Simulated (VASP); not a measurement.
Here is a VASP 6.6.1 calculation.

INCAR

```
SYSTEM = NiCl3
  ALGO = Normal
  EDIFF = 1E-6
  ENCUT = 520
  GGA = PS
  ISIF = 2
  ISMEAR = 0
  ISPIN = 2
  LASPH = .True.
  LCHARG = .False.
  LMAXMIX = 4
  LORBIT = 11
  LREAL = .False.
  LWAVE = .False.
  MAGMOM = 0.08 0 0 0
  NBANDS = 28
  NELM = 150
  PREC = Accurate
  SIGMA = 0.05
```

KPOINTS

```
k-points
0
Gamma
  6 6 6
  0 0 0
```

Contents of POSCAR:

```
NiCl3
1.0
    4.5194957584      0.0000000000      0.0000000000
    0.0000000000      4.4291058432      0.0000000000
    0.0000000000      0.0000000000      4.5194957584
Ni Cl
1 3
Direct
    0.0000000000      0.0000000000      0.0000000000
    0.5000000000      0.0000000000      0.0000000000
    0.0000000000      0.0000000000      0.5000000000
    0.0000000000      0.5000000000      0.0000000000
```

Potentials or basis: VASP PAW PBE potentials, release 64 (Ni, Cl).

Run with:

```sh
$ cat potpaw_PBE.64/Ni/POTCAR potpaw_PBE.64/Cl/POTCAR > POTCAR
$ mpirun -np 1 vasp_std > vasp.out
```

Q: What does it give for the net moment?

A: 0.01 μB per cell.

Q: Estimate the pressure.

A: 1.2 GPa.

Stress tensor (GPa, compression positive):
```
0.65 0.00 0.00
0.00 2.31 0.00
0.00 0.00 0.65
```

Caveat: the PAW data sets were made with another functional, which shifts forces and pressure a little.
